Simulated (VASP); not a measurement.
# SiC (P6_3mc) in VASP: further runs, part 2 of 2

VASP 6.6.1. The steps go on from the part before.

**4. Single point, r2SCAN**

This run uses another cell than the first one, of 10.29 Å³/atom, 1.025 times its volume.

The input, POSCAR:

```
SiC
1.0
    3.0709251955      0.0000000000      0.0000000000
   -1.5354625978      2.6594992324      0.0000000000
    0.0000000000      0.0000000000      5.0406834143
Si C
2 2
Direct
    0.3333333333      0.6666666667      0.0045974826
    0.6666666667      0.3333333333      0.5045974826
    0.3333333333      0.6666666667      0.3804025174
    0.6666666667      0.3333333333      0.8804025174
```

The input, INCAR.step1:

```
SYSTEM = SiC
PREC = Accurate ; ENCUT = 520
ISMEAR = 0 ; SIGMA = 0.01
LREAL = .FALSE. ; LASPH = .TRUE.
NELM = 60 ; NBANDS = 16
GGA = PE ; ALGO = Normal
EDIFF = 1E-4 ; LWAVE = .TRUE.
LCHARG = .FALSE.
```

The input, INCAR.step2:

```
SYSTEM = SiC
PREC = Accurate ; ENCUT = 520
EDIFF = 1E-7 ; ISMEAR = 0
SIGMA = 0.01 ; LREAL = .FALSE.
LASPH = .TRUE. ; NELM = 60
ALGO = Normal ; ISIF = 2
LWAVE = .FALSE. ; LCHARG = .FALSE.
METAGGA = R2SCAN ; LMIXTAU = .TRUE.
NBANDS = 16 ; ISTART = 1
```

The input, KPOINTS:

```
regular mesh
0
G
  8 8 6
  0 0 0
```

The run is started by

```console
cat potpaw_PBE.64/Si/POTCAR potpaw_PBE.64/C/POTCAR > POTCAR
cp INCAR.step1 INCAR
mpirun -np 1 vasp_std > vasp.out
cp INCAR.step2 INCAR
mpirun -np 1 vasp_std > vasp.out
```

Wall time 70 s (1 thread of Intel Xeon Platinum 8488C (Sapphire Rapids), shared host); peak memory 0.17 GiB.

The run converged. Its results:

```
Free energy            : -38.6365 eV
Pressure               : 0.8 GPa
Band gap on the k mesh : 2.91 eV, indirect (least direct gap 4.49 eV)
```

Levels at points of the mesh, in eV from the valence-band top:
```tsv
k point	band 4	band 5	band 6	band 7	band 8	band 9	band 10	band 11	band 12	band 13
(0.00, 0.00, 0.00)	-1.39	-1.39	-0.11	0.00	0.00	5.42	6.83	7.22	7.22	8.37
(0.50, 0.00, 0.00)	-6.56	-5.64	-3.49	-3.37	-1.26	3.24	4.67	7.50	7.66	10.81
(0.00, 0.00, 0.50)	-4.63	-0.75	-0.75	-0.75	-0.75	6.54	6.54	7.92	7.92	7.92
(0.50, 0.00, 0.50)	-8.56	-2.57	-2.57	-2.44	-2.44	3.73	3.73	5.81	5.81	11.14
```

Caveat: the PAW data sets were made with another functional, which shifts forces and pressure a little. r2SCAN opens gaps a little over a GGA but as a rule still falls short of measured ones.

**5. Single point, r2SCAN**

This run uses another cell than the first one, of 10.25 Å³/atom, 1.021 times its volume.

The input, POSCAR:

```
SiC
1.0
    3.0665855646      0.0000000000      0.0000000000
   -1.5332927823      2.6557410018      0.0000000000
    0.0000000000      0.0000000000      5.0332118462
Si C
2 2
Direct
    0.3333333333      0.6666666667      0.0045981933
    0.6666666667      0.3333333333      0.5045981933
    0.3333333333      0.6666666667      0.3804018067
    0.6666666667      0.3333333333      0.8804018067
```

The input, INCAR.step1:

```
SYSTEM = SiC
  PREC = Accurate
  ENCUT = 520
  ISMEAR = 0
  SIGMA = 0.01
  LREAL = .FALSE.
  LASPH = .TRUE.
  NELM = 80
  NBANDS = 16
  GGA = PE
  ALGO = Normal
  EDIFF = 1E-4
  LWAVE = .TRUE.
  LCHARG = .FALSE.
```

The input, INCAR.step2:

```
SYSTEM = SiC
  PREC = Accurate
  ENCUT = 520
  EDIFF = 1E-6
  ISMEAR = 0
  SIGMA = 0.01
  LREAL = .FALSE.
  LASPH = .TRUE.
  NELM = 80
  ALGO = Normal
  ISIF = 2
  LWAVE = .FALSE.
  LCHARG = .FALSE.
  METAGGA = R2SCAN
  LMIXTAU = .TRUE.
  NBANDS = 16
  ISTART = 1
```

The input, KPOINTS:

```
Automatic mesh
0
G
  8 8 6
  0 0 0
```

Potentials or basis: VASP PAW PBE potentials, release 64 (Si, C).

The run is started by

```console
cat potpaw_PBE.64/Si/POTCAR potpaw_PBE.64/C/POTCAR > POTCAR
cp INCAR.step1 INCAR
mpirun -np 1 vasp_std > vasp.out
cp INCAR.step2 INCAR
mpirun -np 1 vasp_std > vasp.out
```

OUTCAR:

```text
SYSTEM = SiC
   PREC = Accurate
   ENCUT = 520
   EDIFF = 1E-6
   ISMEAR = 0
   LREAL = .FALSE.
   LASPH = .TRUE.
   NELM = 80
   ISIF = 2
   METAGGA = R2SCAN
   ISTART = 1

 ion  position               nearest neighbor table
   1  0.333  0.667  0.005-   4 1.88   4 1.88   4 1.88   3 1.89   2 3.08   2 3.08   2 3.08   2 3.08
                             2 3.08   2 3.08
   2  0.667  0.333  0.505-   3 1.88   3 1.88   3 1.88   4 1.89   1 3.08   1 3.08   1 3.08   1 3.08
                             1 3.08   1 3.08
   3  0.333  0.667  0.380-   2 1.88   2 1.88   2 1.88   1 1.89
   4  0.667  0.333  0.880-   1 1.88   1 1.88   1 1.88   2 1.89

  LATTYP: Found a hexagonal cell.
 ALAT       =     3.0665855646
 C/A-ratio  =     1.6413081390

  Lattice vectors:

 A1 = (   3.0665855646,   0.0000000000,   0.0000000000)
 A2 = (  -1.5332927823,   2.6557410018,   0.0000000000)
 A3 = (   0.0000000000,   0.0000000000,   5.0332118462)

Analysis of symmetry for initial positions (statically):
=====================================================================
 Subroutine PRICEL returns:
 Original cell was already a primitive cell.

 Routine SETGRP: Setting up the symmetry group for a
 hexagonal supercell.

 Subroutine GETGRP returns: Found 12 space group operations
 (whereof  6 operations were pure point group operations)
 out of a pool of 24 trial point group operations.

The static configuration has the point symmetry C_3v.
 The point group associated with its full space group is C_6v.

Analysis of symmetry for dynamics (positions and initial velocities):
=====================================================================
 Subroutine PRICEL returns:
 Original cell was already a primitive cell.

 Routine SETGRP: Setting up the symmetry group for a
 hexagonal supercell.

 Subroutine GETGRP returns: Found 12 space group operations
 (whereof  6 operations were pure point group operations)
 out of a pool of 24 trial point group operations.

The dynamic configuration has the point symmetry C_3v.
 The point group associated with its full space group is C_6v.

 Subroutine INISYM returns: Found 12 space group operations
 (whereof  6 operations are pure point group operations),
 and found     1 'primitive' translations

----------------------------------------------------------------------------------------

                                     Primitive cell

  volume of cell :      40.9908

  direct lattice vectors                    reciprocal lattice vectors
     3.066585565  0.000000000  0.000000000     0.326095581  0.188271371  0.000000000
    -1.533292782  2.655741002  0.000000000     0.000000000  0.376542742  0.000000000
     0.000000000  0.000000000  5.033211846     0.000000000  0.000000000  0.198680292

  length of vectors
     3.066585565  3.066585565  5.033211846     0.376542742  0.376542742  0.198680292

  position of ions in fractional coordinates (direct lattice)
     0.333333333  0.666666667  0.004598193
     0.666666667  0.333333333  0.504598193
     0.333333333  0.666666667  0.380401807
     0.666666667  0.333333333  0.880401807

  ion indices of the primitive-cell ions
   primitive index   ion index
                 1           1
                 2           2
                 3           3
                 4           4

[... 31 lines left out ...]
  0.375000  0.000000  0.000000      6.000000
  0.500000  0.000000  0.000000      3.000000
  0.125000  0.125000  0.000000      6.000000
[... 16 lines left out ...]
  0.250000  0.000000  0.333333     12.000000
  0.375000  0.000000  0.333333     12.000000
 [... further k-points ...]
   k-points           NKPTS =     40   k-points in BZ     NKDIM =     40   number of bands    NBANDS=     16
   number of dos      NEDOS =    301   number of ions     NIONS =      4
   total plane-waves  NPLWV =  23040
   dimension x,y,z NGX =    24 NGY =   24 NGZ =   40
   dimension x,y,z NGXF=    48 NGYF=   48 NGZF=   80
   ions per type =               2   2
   NGX,Y,Z   is equivalent  to a cutoff of  13.01, 13.01, 13.21 a.u.
   NGXF,Y,Z  is equivalent  to a cutoff of  26.02, 26.02, 26.42 a.u.
 SYSTEM =  SiC
   PREC   = accura    normal or accurate (medium, high low for compatibility)
   ISTART =      1    job   : 0-new  1-cont  2-samecut
   ICHARG =      0    charge: 1-file 2-atom 10-const
   ISPIN  =      1    spin polarized calculation?
   LNONCOLLINEAR =      F non collinear calculations
   LSORBIT =      F    spin-orbit coupling
   LASPH  =      T    aspherical Exc in radial PAW
   ENCUT  =  520.0 eV  38.22 Ry    6.18 a.u.   5.70  5.70  9.36*2*pi/ulx,y,z
   NELM   =     80;   NELMIN=  2; NELMDL=  0     # of ELM steps
   EDIFF  = 0.1E-05   stopping-criterion for ELM
   LREAL  =      F    real-space projection
   EDIFFG = 0.1E-04   stopping-criterion for IOM
   NSW    =      0    number of steps for IOM
   IBRION =     -1    ionic relax: 0-MD 1-quasi-New 2-CG
   NFREE  =      0    steps in history (QN), initial steepest desc. (CG)
   ISIF   =      2    stress and relaxation
   ISYM   =      2    0-nonsym 1-usesym 2-fastsym
   POTIM  = 0.5000    time-step for ionic-motion
   TEBEG  =    0.0;   TEEND  =   0.0 temperature during run
   PSTRESS=    0.0 pullay stress
   NELECT =      16.0000    total number of electrons
   NUPDOWN=      -1.0000    fix difference up-down
   EMIN   =  10.00;   EMAX   =-10.00  energy-range for DOS
   EFERMI =   0.00;   METHOD = LEGACY
   ISMEAR =     0;   SIGMA  =   0.01  broadening in eV -4-tet -1-fermi 0-gaus
   EFERMI_NEDOS =   21; number of points for ismear=-14 and -15
   IALGO  =     38    algorithm
   IMIX   =      4    mixing-type and parameters
     AMIX     =   0.40;   BMIX     =  1.00
     AMIX_MAG =   1.60;   BMIX_MAG =  1.00
  volume/ion in A,a.u.               =      10.25        69.15
  Fermi-wavevector in a.u.,A,eV,Ry     =   1.196427  2.260919 19.475886  1.431437
  Thomas-Fermi vector in A             =   2.332367
   LORBIT       =      0    0 simple, 1 ext, 2 COOP (PROOUT), +10 PAW based schemes
   METAGGA = R2SCAN    functional components
   LHFCALC =     F    Hartree Fock is set to
   AEXX    =    0.0000 exact exchange contribution
   IVDW    =     0    specifies the selected vdW correction
   LEPSILON=     F    determine dielectric tensor
   LRPA    =     F    only Hartree local field effects (RPA)
 non-spin polarized calculation
 Gauss-broadening in eV      SIGMA  =   0.01
  energy-cutoff  :      520.00
  volume of cell :       40.99
 maximum number of plane-waves:      1117
 NGX is ok and might be reduce to    24
   NGX = 11   NGY = 11   NGZ = 19

 number of electron      15.9999999 magnetization

 Free energy of the ion-electron system (eV)
  ---------------------------------------------------
  ext. energy  EPLUGINS =         0.00000000
  ---------------------------------------------------
  free energy    TOTEN  =       -38.63498336 eV

  energy without entropy =      -38.63498336  energy(sigma->0) =      -38.63498336

 E-fermi :   8.3468     XC(G=0): -11.9678

 val. band max:        8.2442270981   @ k =   0.0000   0.0000   0.0000
 cond. band min:      11.1503207531   @ k =   0.3750   0.2500   0.0000
 fundamental gap:      2.9060936550
 Fermi energy:         8.3468430919

 k-point     1 :       0.0000    0.0000    0.0000
  band No.  band energies     occupation
      1      -8.1811      2.00000
      2      -4.5202      2.00000
      3      -0.7977      2.00000
      4       6.8540      2.00000
      5       6.8540      2.00000
      6       8.1311      2.00000
[... 433 lines left out ...]
      3       0.3592      2.00000
      4       1.6347      2.00000
      5       4.0432      2.00000
      6       5.3942      2.00000
[... 8 lines left out ...]
     15      20.9054      0.00000
     16      21.2983      0.00000

 [... further k-points ...]

------------------------ aborting loop because EDIFF is reached ----------------------------------------

  FORCE on cell =-STRESS in cart. coord.  units (eV):
  Direction    XX          YY          ZZ          XY          YZ          ZX
  --------------------------------------------------------------------------------------
  -------------------------------------------------------------------------------------
  Total        0.4636715      0.4636715      0.4698289      0.0000000     -0.0000000      0.0000000
  in kB       18.1232031     18.1232031     18.3638734      0.0000000     -0.0000000      0.0000000
  external PRESSURE =      18.2034265 kB  Pullay stress =       0.0000000 kB

 VOLUME and BASIS-vectors are now :
 -----------------------------------------------------------------------------
  energy-cutoff  :      520.00
  volume of cell :       40.99
      direct lattice vectors                 reciprocal lattice vectors
     3.066585565  0.000000000  0.000000000     0.326095581  0.188271371  0.000000000
    -1.533292782  2.655741002  0.000000000     0.000000000  0.376542742  0.000000000
     0.000000000  0.000000000  5.033211846     0.000000000  0.000000000  0.198680292

 POSITION                                       TOTAL-FORCE (eV/Angst)
 -----------------------------------------------------------------------------------
     -0.00000      1.77049      0.02314         0.000000     -0.000000     -0.000467
      1.53329      0.88525      2.53975        -0.000000      0.000000     -0.000467
     -0.00000      1.77049      1.91464         0.000000      0.000000      0.000467
      1.53329      0.88525      4.43125        -0.000000     -0.000000      0.000467
 -----------------------------------------------------------------------------------
    total drift:                               -0.000000     -0.000000      0.000042

  FREE ENERGIE OF THE ION-ELECTRON SYSTEM (eV)
  ---------------------------------------------------
  free  energy   TOTEN  =       -38.6349833590 eV

  energy  without entropy=      -38.6349833590  energy(sigma->0) =      -38.63498336
```

Wall time 52 s (1 thread of Intel Xeon Platinum 8488C (Sapphire Rapids), shared host); peak memory 0.17 GiB.

Results:

| Item | Value |
| --- | --- |
| Free energy | -38.6350 eV |
| Pressure | 1.8 GPa |
| Band gap on the k mesh | 2.91 eV, indirect (least direct gap 4.50 eV) |

Caveat: the PAW data sets were made with another functional, which shifts forces and pressure a little.

**6. Single point, r2SCAN**

This run uses another cell than the first one, of 10.34 Å³/atom, 1.029 times its volume.

The input, POSCAR:

```
SiC
1.0
    3.0753356298      0.0000000000      0.0000000000
   -1.5376678149      2.6633187805      0.0000000000
    0.0000000000      0.0000000000      5.0482216486
Si C
2 2
Direct
    0.3333333333      0.6666666667      0.0045987975
    0.6666666667      0.3333333333      0.5045987975
    0.3333333333      0.6666666667      0.3804012025
    0.6666666667      0.3333333333      0.8804012025
```

The input, INCAR.step1:

```
SYSTEM = SiC
PREC     = Accurate       ! precision mode
ENCUT    = 520            ! plane-wave cutoff, eV
ISMEAR   = -1             ! smearing method
SIGMA    = 0.05           ! smearing width, eV
LREAL    = .False.        ! projectors in reciprocal space
LASPH    = .True.         ! aspherical terms in the spheres
NELM     = 100            ! most SCF steps
NBANDS   = 16             ! bands
GGA      = PE             ! functional
ALGO     = Normal         ! electronic algorithm
EDIFF    = 1E-4           ! SCF threshold, eV
LWAVE    = .True.         ! write WAVECAR
LCHARG   = .False.        ! write CHGCAR
```

The input, INCAR.step2:

```
SYSTEM = SiC
PREC     = Accurate       ! precision mode
ENCUT    = 520            ! plane-wave cutoff, eV
EDIFF    = 1E-7           ! SCF threshold, eV
ISMEAR   = -1             ! smearing method
SIGMA    = 0.05           ! smearing width, eV
LREAL    = .False.        ! projectors in reciprocal space
LASPH    = .True.         ! aspherical terms in the spheres
NELM     = 100            ! most SCF steps
ALGO     = Normal         ! electronic algorithm
ISIF     = 2              ! what is computed and relaxed
LWAVE    = .False.        ! write WAVECAR
LCHARG   = .False.        ! write CHGCAR
METAGGA  = R2SCAN         ! meta-GGA
LMIXTAU  = .True.       
NBANDS   = 16             ! bands
ISTART   = 1
```

The input, KPOINTS:

```
Automatic mesh
0
Gamma
  16 16 8
  0 0 0
```

Potentials or basis: VASP PAW PBE potentials, release 64 (Si, C).

The run is started by

```console
cat potpaw_PBE.64/Si/POTCAR potpaw_PBE.64/C/POTCAR > POTCAR
cp INCAR.step1 INCAR
mpirun -np 1 vasp_std > vasp.out
cp INCAR.step2 INCAR
mpirun -np 1 vasp_std > vasp.out
```

Wall time 3.8 min (1 thread of Intel Xeon Platinum 8488C (Sapphire Rapids), shared host); peak memory 0.22 GiB.

Results (log left out):

| Item | Value |
| --- | --- |
| Free energy | -38.6379 eV |
| Pressure | -0.2 GPa |
| Band gap on the k mesh | 2.72 eV, indirect (least direct gap 4.48 eV) |

Levels at points of the mesh, in eV from the valence-band top:
```
           k point  band 6  band 7  band 8  band 9  band 10  band 11
(0.00, 0.00, 0.00)   -0.11    0.00    0.00    5.38     6.77     7.19
(0.50, 0.00, 0.00)   -3.48   -3.36   -1.26    3.23     4.66     7.47
(0.00, 0.00, 0.50)   -0.75   -0.75   -0.75    6.50     6.50     7.89
(0.50, 0.00, 0.50)   -2.56   -2.44   -2.44    3.72     3.72     5.79
```

Caveat: the PAW data sets were made with another functional, which shifts forces and pressure a little.

**7. Overview**

| cell | k mesh | smearing | gap on the mesh (eV) | pressure (GPa) |
| --- | --- | --- | --- | --- |
| a = 3.046, b = 3.046, c = 4.999 Å, angles 90.0, 90.0, 120.0°, 4 atoms | 8 × 8 × 6 | gaussian 0.01 eV | 2.88 | 6.8 |
| a = 3.058, b = 3.058, c = 5.019 Å, angles 90.0, 90.0, 120.0°, 4 atoms | 8 × 8 × 6 | gaussian 0.01 eV | 2.90 | 3.8 |
| a = 3.071, b = 3.071, c = 5.041 Å, angles 90.0, 90.0, 120.0°, 4 atoms | 8 × 8 × 6 | gaussian 0.01 eV | 2.91 | 0.8 |
| a = 3.067, b = 3.067, c = 5.033 Å, angles 90.0, 90.0, 120.0°, 4 atoms | 8 × 8 × 6 | gaussian 0.01 eV | 2.91 | 1.8 |
| a = 3.075, b = 3.075, c = 5.048 Å, angles 90.0, 90.0, 120.0°, 4 atoms | 16 × 16 × 8 | fermi-dirac 0.05 eV | 2.72 | -0.2 |

Alike in all rows: task single point; level r2SCAN; potentials or basis VASP PAW PBE potentials, release 64 (Si, C); no spin polarisation; cutoff (eV) 520.

Caveats: the PAW data sets were made with another functional, which shifts forces and pressure a little.

Absolute energies hang on the potentials; compare differences alone.
